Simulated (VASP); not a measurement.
A run of VASP 6.6.1 is set up as follows.

The input INCAR:

```
  PREC = Accurate
  ENCUT = 600
  EDIFF = 1E-6
  ISMEAR = 0
  SIGMA = 0.01
  LREAL = F
  LASPH = T
  NELM = 60
  ALGO = Normal
  ISIF = 3
  LWAVE = F
  LCHARG = F
  IBRION = 2
  NSW = 80
  EDIFFG = -0.001
```

The input KPOINTS:

```
regular mesh
0
Gamma
  12 12 12
```

The input POSCAR:

```
GaAs
1.0
    0.0000000000      2.8015378569      2.8015378569
    2.8015378569      0.0000000000      2.8015378569
    2.8015378569      2.8015378569      0.0000000000
Ga As
1 1
Direct
    0.0000000000      0.0000000000      0.0000000000
    0.7500000000      0.7500000000      0.7500000000
```

Potentials or basis: VASP PAW LDA potentials, release 64 (Ga_d, As).

Run with:

```bash
$ cat potpaw_LDA.64/Ga_d/POTCAR potpaw_LDA.64/As/POTCAR > POTCAR
$ mpirun -np 1 vasp_std > vasp.out
```

Question: Estimate the relaxed volume.

Answer: 22.07 Å³/atom.

Question: Estimate the relaxed cell.

Answer: a = 3.967 Å, b = 3.967 Å, c = 3.967 Å, α = 60.00°, β = 60.00°, γ = 60.00°.

Question: What does it give for the band gap on the k mesh?

Answer: 0.51 eV.

Question: What does it give for the space group after relaxing (to 0.1 Å)?

Answer: F-43m (No. 216).

Step by step:
| step | energy change (eV) | largest force (eV/Å) | pressure (GPa) | volume (Å³) |
| --- | --- | --- | --- | --- |
| 1 | 0.0000 | 0.0000 | 0.30 | 43.98 |
| 2 | -0.0001 | 0.0000 | -0.20 | 44.24 |
| 3 | -0.0002 | 0.0000 | 0.01 | 44.16 |
| 4 | -0.0002 | 0.0000 | -0.05 | 44.16 |
| 5 | -0.0002 | 0.0000 | 0.09 | 44.12 |
| 6 | -0.0002 | 0.0000 | -0.01 | 44.15 |
| 7 | -0.0002 | 0.0000 | 0.00 | 44.15 |

A k mesh can miss the band edges.
